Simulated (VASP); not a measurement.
Crystal: Ca.

```
Ca
1.0
     0.00000    2.79420    2.79420
     2.79420    0.00000    2.79420
     2.79420    2.79420    0.00000
Ca
1
Direct
  0.00000 0.00000 0.00000
```

| Property | Result |
| --- | --- |
| Program | VASP 6.6.1 |
| Task | relaxation of volume and atoms at fixed shape |
| Functional | PBE |
| Potentials or basis | VASP PAW PBE potentials, release 64 (Ca_sv) |
| Cutoff | 600 eV |
| k mesh | 14 × 14 × 14 |
| Occupations | fermi-dirac, width 0.02 eV |
| Spin | no spin polarisation |

At the start: pressure -0.5 GPa; volume 43.63 Å³/atom.

Question: How do energy, volume and symmetry change on relaxing?

Answer: Over 3 steps the energy falls by 2.2 meV/atom and the volume is 42.28 Å³/atom (-3.1 %); space group Fm-3m (No. 225, to 0.05 Å).

Step by step:
```
step  energy change (eV)  largest force (eV/Å)  pressure (GPa)  volume (Å³)
   1              0.0000                0.0000           -0.52        43.63
   2             -0.0020                0.0000           -0.19        42.75
   3             -0.0022                0.0000           -0.01        42.28
```

Final structure:
```yaml
crystal:
  lattice:
    - [0.00000, 2.76515, 2.76515]
    - [2.76515, 0.00000, 2.76515]
    - [2.76515, 2.76515, 0.00000]
  atoms:
    - { symbol: Ca, position: [0.00000, 0.00000, 0.00000] }
```
